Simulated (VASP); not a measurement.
# In (Im-3m) in VASP: further runs

Runs on In. Level: PBEsol. Tasks: single point.

All numbers are computed with VASP 6.6.1; they aren't measurements. Logs are shortened: lines on timing, memory, paths and dates and some standing lists are left out, and cuts for length are marked.

## (1) The cell of the first run

The structure is cubic, space group Im-3m (No. 229). Conventional cell: a = 2.744 Å, b = 2.744 Å, c = 2.744 Å, α = 90.00°, β = 90.00°, γ = 90.00°. Within 3.1 Å of In (site symmetry m-3m) lie 14 In at 2.38 to 2.74 Å.

## (2) Single point, PBEsol (volume scaled by 0.4)

INCAR reads:

```
ALGO = Normal
EDIFF = 1E-7
ENCUT = 520
GGA = PS
ISIF = 2
ISMEAR = -1
LASPH = T
LCHARG = T
LELF = T
LREAL = F
LVHAR = T
LWAVE = F
NBANDS = 12
NELM = 100
PREC = Accurate
SIGMA = 0.1
```

KPOINTS reads:

```
k-points
0
Gamma
  16 16 16
```

POSCAR reads:

```
In
1.0
   -1.3722271737      1.3722271737      1.3722271737
    1.3722271737     -1.3722271737      1.3722271737
    1.3722271737      1.3722271737     -1.3722271737
In
1
Direct
    0.0000000000      0.0000000000      0.0000000000
```

Potentials or basis: VASP PAW PBE potentials, release 64 (In_d).

Started as:

```sh
cat potpaw_PBE.64/In_d/POTCAR > POTCAR
mpirun -np 1 vasp_std > vasp.out
```

OUTCAR:

```text
EDIFF = 1E-7
   ENCUT = 520
   GGA = PS
   ISIF = 2
   ISMEAR = -1
   LASPH = T
   LREAL = F
   NELM = 100
   PREC = Accurate

 ion  position               nearest neighbor table
   1  0.000  0.000  0.000-

  LATTYP: Found a body centered cubic cell.
 ALAT       =     2.7444543474

  Lattice vectors:

 A1 = (  -1.3722271737,   1.3722271737,   1.3722271737)
 A2 = (   1.3722271737,  -1.3722271737,   1.3722271737)
 A3 = (   1.3722271737,   1.3722271737,  -1.3722271737)

Analysis of symmetry for initial positions (statically):
=====================================================================
 Subroutine PRICEL returns:
 Original cell was already a primitive cell.

 Routine SETGRP: Setting up the symmetry group for a
 body centered cubic supercell.

 Subroutine GETGRP returns: Found 48 space group operations
 (whereof 48 operations were pure point group operations)
 out of a pool of 48 trial point group operations.

The static configuration has the point symmetry O_h .

Analysis of symmetry for dynamics (positions and initial velocities):
=====================================================================
 Subroutine PRICEL returns:
 Original cell was already a primitive cell.

 Routine SETGRP: Setting up the symmetry group for a
 body centered cubic supercell.

 Subroutine GETGRP returns: Found 48 space group operations
 (whereof 48 operations were pure point group operations)
 out of a pool of 48 trial point group operations.

The dynamic configuration has the point symmetry O_h .

 Subroutine INISYM returns: Found 48 space group operations
 (whereof 48 operations are pure point group operations),
 and found     1 'primitive' translations

----------------------------------------------------------------------------------------

                                     Primitive cell

  volume of cell :      10.3357

  direct lattice vectors                    reciprocal lattice vectors
    -1.372227174  1.372227174  1.372227174     0.000000000  0.364371155  0.364371155
     1.372227174 -1.372227174  1.372227174     0.364371155  0.000000000  0.364371155
     1.372227174  1.372227174 -1.372227174     0.364371155  0.364371155  0.000000000

  length of vectors
     2.376767184  2.376767184  2.376767184     0.515298629  0.515298629  0.515298629

  position of ions in fractional coordinates (direct lattice)
[... 82 lines left out ...]
   NFREE  =      0    steps in history (QN), initial steepest desc. (CG)
   ISIF   =      2    stress and relaxation
   ISYM   =      2    0-nonsym 1-usesym 2-fastsym
   POTIM  = 0.5000    time-step for ionic-motion
   TEBEG  =    0.0;   TEEND  =   0.0 temperature during run
   PSTRESS=    0.0 pullay stress
   NELECT =      13.0000    total number of electrons
   NUPDOWN=      -1.0000    fix difference up-down
   EMIN   =  10.00;   EMAX   =-10.00  energy-range for DOS
   EFERMI =   0.00;   METHOD = LEGACY
   ISMEAR =    -1;   SIGMA  =   0.10  broadening in eV -4-tet -1-fermi 0-gaus
   EFERMI_NEDOS =   21; number of points for ismear=-14 and -15
   IALGO  =     38    algorithm
   IMIX   =      4    mixing-type and parameters
     AMIX     =   0.40;   BMIX     =  1.00
     AMIX_MAG =   1.60;   BMIX_MAG =  1.00
  volume/ion in A,a.u.               =      10.34        69.75
  Fermi-wavevector in a.u.,A,eV,Ry     =   1.767163  3.339454 42.489157  3.122865
  Thomas-Fermi vector in A             =   2.834603
   LORBIT       =      0    0 simple, 1 ext, 2 COOP (PROOUT), +10 PAW based schemes
   GGA     = PS    functional components
   LHFCALC =     F    Hartree Fock is set to
   AEXX    =    0.0000 exact exchange contribution
   IVDW    =     0    specifies the selected vdW correction
   LEPSILON=     F    determine dielectric tensor
   LRPA    =     F    only Hartree local field effects (RPA)
 non-spin polarized calculation
  energy-cutoff  :      520.00
  volume of cell :       10.34
 maximum number of plane-waves:       321
 NGX is ok and might be reduce to    18
   NGX =  9   NGY =  9   NGZ =  9

 number of electron      12.9999999 magnetization

 Free energy of the ion-electron system (eV)
  ---------------------------------------------------
  ext. energy  EPLUGINS =         0.00000000
  ---------------------------------------------------
  free energy    TOTEN  =         5.11535795 eV

  energy without entropy =        5.12471563  energy(sigma->0) =        5.12003679

 E-fermi :  26.0189     XC(G=0): -15.7183

 val. band max:       26.0174293683   @ k =  -0.4375   0.4375   0.3125
 cond. band min:      26.0470478625   @ k =   0.5000   0.5000   0.4375
 fundamental gap:      0.0296184942
 Fermi energy:        26.0189438119

 k-point     1 :       0.0000    0.0000    0.0000
  band No.  band energies     occupation
      1       5.3075      2.00000
      2       6.2858      2.00000
      3       6.2858      2.00000
      4       6.2858      2.00000
      5       8.3970      2.00000
      6       8.3970      2.00000
      7      38.1608      0.00000
      8      38.1608      0.00000
      9      38.1608      0.00000
     10      48.8456      0.00000
     11      48.8456      0.00000
     12      51.2635      0.00000
[... 331 lines left out ...]
 k-point    24 :       0.2500    0.1875    0.0000
  band No.  band energies     occupation
      1       5.2574      2.00000
      2       5.8150      2.00000
      3       7.5374      2.00000
      4       8.0466      2.00000
      5       8.7821      2.00000
      6      13.9595      2.00000
      7      28.6659      0.00000
      8      30.6943      0.00000
      9      36.6945      0.00000
     10      41.7333      0.00000
     11      46.6264      0.00000
     12      50.4866      0.00000

 [... further k-points ...]

------------------------ aborting loop because EDIFF is reached ----------------------------------------

  FORCE on cell =-STRESS in cart. coord.  units (eV):
  Direction    XX          YY          ZZ          XY          YZ          ZX
  --------------------------------------------------------------------------------------
  -------------------------------------------------------------------------------------
  Total       26.7053795     26.7053795     26.7053795      0.0000000     -0.0000000      0.0000000
  in kB     4139.7231651   4139.7231651   4139.7231651      0.0000000     -0.0000000      0.0000000
  external PRESSURE =    4139.7231651 kB  Pullay stress =       0.0000000 kB

 VOLUME and BASIS-vectors are now :
 -----------------------------------------------------------------------------
  energy-cutoff  :      520.00
  volume of cell :       10.34
      direct lattice vectors                 reciprocal lattice vectors
    -1.372227174  1.372227174  1.372227174     0.000000000  0.364371155  0.364371155
     1.372227174 -1.372227174  1.372227174     0.364371155  0.000000000  0.364371155
     1.372227174  1.372227174 -1.372227174     0.364371155  0.364371155  0.000000000

 POSITION                                       TOTAL-FORCE (eV/Angst)
 -----------------------------------------------------------------------------------
      0.00000      0.00000      0.00000         0.000000     -0.000000      0.000000
 -----------------------------------------------------------------------------------
    total drift:                                0.000000      0.000000      0.000000

  FREE ENERGIE OF THE ION-ELECTRON SYSTEM (eV)
  ---------------------------------------------------
  free  energy   TOTEN  =         5.1153579467 eV

  energy  without entropy=        5.1247156305  energy(sigma->0) =        5.12003679
```

OSZICAR:

```text
N       E                     dE             d eps       ncg     rms          rms(c)
DAV:   1     0.768757060746E+02    0.76876E+02   -0.61063E+03  3772   0.180E+03
DAV:   2     0.690334132005E+01   -0.69972E+02   -0.67631E+02  3684   0.314E+02
DAV:   3     0.460183612626E+01   -0.23015E+01   -0.22928E+01  4068   0.578E+01
DAV:   4     0.457161257935E+01   -0.30224E-01   -0.30211E-01  4180   0.598E+00
DAV:   5     0.457077066590E+01   -0.84191E-03   -0.84188E-03  4712   0.904E-01    0.167E+01
DAV:   6     0.492576398141E+01    0.35499E+00   -0.12729E-01  5460   0.117E+01    0.901E+00
DAV:   7     0.510768377367E+01    0.18192E+00   -0.80782E-02  5648   0.860E+00    0.125E+00
DAV:   8     0.511539266460E+01    0.77089E-02   -0.51778E-03  4332   0.144E+00    0.144E-01
DAV:   9     0.511529675507E+01   -0.95910E-04   -0.14571E-04  4908   0.230E-01    0.978E-02
DAV:  10     0.511535647686E+01    0.59722E-04   -0.23793E-05  5176   0.123E-01    0.842E-03
DAV:  11     0.511535634670E+01   -0.13016E-06   -0.41982E-07  4332   0.112E-02    0.691E-03
DAV:  12     0.511535773254E+01    0.13858E-05   -0.19271E-07  3916   0.105E-02    0.244E-03
DAV:  13     0.511535794085E+01    0.20832E-06   -0.10262E-08  2392   0.111E-03    0.354E-04
DAV:  14     0.511535794674E+01    0.58853E-08   -0.21082E-09  2120   0.610E-04
   1 F= 0.51153579E+01 E0= 0.51200368E+01  d E =-.935768E-02
```

Wall time 24 s (1 thread of Intel Xeon Platinum 8259CL at 2.50GHz (Skylake/Cascade Lake), shared host); peak memory 0.13 GiB.

Results:

| Quantity | Value |
| --- | --- |
| Free energy | 5.1154 eV |
| Pressure | 414.0 GPa |

Caveat: the PAW data sets were made with another functional, which shifts forces and pressure a little; spin-orbit coupling is left out, which moves the levels of the heavy elements.

## (3) Single point, PBEsol (volume scaled by 0.4)

INCAR reads:

```
SYSTEM = In
ALGO     = Normal         ! electronic algorithm
EDIFF    = 1E-6           ! SCF threshold, eV
ENCUT    = 520            ! plane-wave cutoff, eV
GGA      = PS             ! functional
ISIF     = 2              ! what is computed and relaxed
ISMEAR   = -1             ! smearing method
LASPH    = .True.         ! aspherical terms in the spheres
LCHARG   = .False.        ! write CHGCAR
LREAL    = .False.        ! projectors in reciprocal space
LWAVE    = .False.        ! write WAVECAR
NBANDS   = 12             ! bands
NELM     = 80             ! most SCF steps
PREC     = Accurate       ! precision mode
SIGMA    = 0.1            ! smearing width, eV
```

KPOINTS reads:

```
k-points
0
Gamma
  16 16 16
  0 0 0
```

POSCAR is that of step 2.

Potentials or basis: VASP PAW PBE potentials, release 64 (In_d).

Started as:

```sh
cat potpaw_PBE.64/In_d/POTCAR > POTCAR
mpirun -np 1 vasp_std > vasp.out
```

Wall time 16 s (1 thread of Intel Xeon Platinum 8259CL at 2.50GHz (Skylake/Cascade Lake), shared host); peak memory 0.13 GiB.

Results (log left out):

- Free energy: 5.1154 eV
- Pressure: 413.4 GPa

Levels at points of the mesh, in eV from the Fermi level:
| k point | band 2 | band 3 | band 4 | band 5 | band 6 | band 7 | band 8 | band 9 | band 10 | band 11 |
| --- | --- | --- | --- | --- | --- | --- | --- | --- | --- | --- |
| (0.00, 0.00, 0.00) | -19.73 | -19.73 | -19.73 | -17.62 | -17.62 | 12.14 | 12.14 | 12.14 | 22.83 | 22.83 |
| (0.50, 0.00, 0.00) | -20.89 | -17.69 | -17.45 | -16.06 | -10.06 | -3.54 | 7.11 | 10.31 | 17.14 | 20.03 |
| (0.50, 0.50, 0.50) | -21.71 | -16.45 | -16.45 | -16.45 | -0.34 | -0.34 | -0.34 | 8.20 | 8.20 | 10.95 |

Caveat: the PAW data sets were made with another functional, which shifts forces and pressure a little; spin-orbit coupling is left out, which moves the levels of the heavy elements.
